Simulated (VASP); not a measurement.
A run of VASP 6.6.1:

The input INCAR:

```
SYSTEM = Ti
ALGO = Fast
EDIFF = 1E-6
ENCUT = 520
GGA = PS
ISIF = 2
ISMEAR = 0
LASPH = .True.
LCHARG = .False.
LREAL = .False.
LWAVE = .False.
NBANDS = 12
NELM = 80
PREC = Accurate
SIGMA = 0.15
```

Contents of KPOINTS:

```
k-points
0
Gamma
  20 20 20
  0 0 0
```

File POSCAR:

```
Ti
1.0
    0.0253750000      2.0300000000      2.0300000000
    2.0300000000      0.0253750000      2.0300000000
    2.0553750000      2.0553750000      0.0000000000
Ti
1
Direct
    0.0000000000      0.0000000000      0.0000000000
```

Potentials or basis: VASP PAW PBE potentials, release 64 (Ti_sv).

Launch:

```console
$ cat potpaw_PBE.64/Ti_sv/POTCAR > POTCAR
$ mpirun -np 1 vasp_std > vasp.out
```

Hardware: 1 thread of Intel(R) Xeon(R) Platinum 8488C (Sapphire Rapids), on a shared host.

Question: Estimate the wall time of this run.

Answer: Run time: 4.5 min on 1 thread of Intel(R) Xeon(R) Platinum 8488C (Sapphire Rapids) (shared host), peak memory 0.33 GiB. Counts: scf iterations 20, k points 1166.
